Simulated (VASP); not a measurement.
Mg2GeSe3:

```
Mg Ge Se
1.0
     3.58981    2.07258    3.23781
    -3.58981    2.07258    3.23781
     0.00000   -4.14515    3.23781
Mg Ge Se
2 1 3
Direct
  0.66687 0.66687 0.66687
  0.33313 0.33313 0.33313
  0.00000 0.00000 0.00000
  0.00000 0.50000 0.00000
  0.50000 0.00000 0.00000
  0.00000 0.00000 0.50000
```

| Item | Value |
| --- | --- |
| Program | VASP 6.6.1 |
| Task | relaxation of cell and atoms |
| Functional | r2SCAN |
| Dispersion | rVV10 |
| Potentials or basis | VASP PAW PBE potentials, release 64 (Mg, Ge_d, Se) |
| Cutoff | 600 eV |
| k mesh | 4 × 4 × 4 |
| Occupations | fermi-dirac, width 0.03 eV |
| Spin | no spin polarisation |

At the start: pressure 0.4 GPa; volume 24.09 Å³/atom.

Q: Where does the relaxation end?

A: Over 17 steps the energy falls by 7.2 meV/atom and the volume is 26.00 Å³/atom (+7.9 %); space group R-3m (No. 166, to 0.1 Å) before and after.

Step by step:
```tsv
step	energy change (eV)	largest force (eV/Å)	pressure (GPa)	volume (Å³)
1	0.0000	0.1316	0.37	144.54
2	-0.0050	0.1519	0.05	145.71
3	-0.0062	0.1744	-0.33	147.09
4	-0.0094	0.1282	-0.15	147.11
5	-0.0109	0.0671	0.03	147.15
6	-0.0152	0.0522	0.19	147.28
7	-0.0199	0.0281	0.54	147.60
8	-0.0229	0.0669	0.30	148.65
9	-0.0256	0.1464	-0.16	150.88
10	-0.0289	0.1502	-0.22	151.79
11	-0.0371	0.1356	-0.37	154.56
12	-0.0344	0.0432	-0.66	160.19
13	-0.0394	0.0968	-0.50	156.80
14	-0.0411	0.0917	0.40	155.33
15	-0.0429	0.0122	0.02	155.94
16	-0.0429	0.0100	0.01	155.95
17	-0.0432	0.0060	-0.02	156.02
```

Final structure:
```
Mg Ge Se
1.0
     3.66945    2.11856    3.34489
    -3.66945    2.11856    3.34489
     0.00000   -4.23711    3.34489
Mg Ge Se
2 1 3
Direct
  0.68975 0.68975 0.68975
  0.31025 0.31025 0.31025
  0.00000 0.00000 0.00000
  0.00000 0.50000 0.00000
  0.50000 0.00000 0.00000
  0.00000 0.00000 0.50000
```

Caveat: the PAW data sets were made with another functional, which shifts forces and pressure a little.
